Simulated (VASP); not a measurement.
Input of a VASP 6.6.1 run:

INCAR

```
  PREC = Accurate
  ENCUT = 520
  EDIFF = 1E-8
  ISMEAR = -1
  SIGMA = 0.05
  LREAL = False
  LASPH = True
  NELM = 80
  ALGO = Normal
  ISIF = 2
  LWAVE = False
  LCHARG = False
  GGA = CA
  LEFG = True
  NBANDS = 21
```

KPOINTS

```
regular mesh
0
Gamma
  8 8 8
```

File POSCAR:

```
Pb
1.0
    0.0687800011      3.4733900561      3.4733900561
    3.4733900561      0.0687800011      3.4733900561
    3.4733900561      3.4733900561      0.0687800011
Pb
2
Direct
    0.0000000000      0.0000000000      0.0000000000
    0.2500000000      0.2500000000      0.2500000000
```

Potentials or basis: VASP PAW LDA potentials, release 64 (Pb_d).

Command:

```console
$ cat potpaw_LDA.64/Pb_d/POTCAR > POTCAR
$ mpirun -np 1 vasp_std > vasp.out
```

(1) What does it give for the largest force?

(2) What does it give for the band gap on the k mesh?

Answers

(1) 0.201 eV/Å.

(2) zero (bands 14 and 15 overlap by 1.18 eV).

Caveat: the cell differs from its parent crystal (equal xy, yz and zx shear strains of +2 %); without QUAD_EFG the Cq values of the log hold for a quadrupole moment of 1 mb, not for the nuclei; spin-orbit coupling is left out, which moves the levels of the heavy elements.
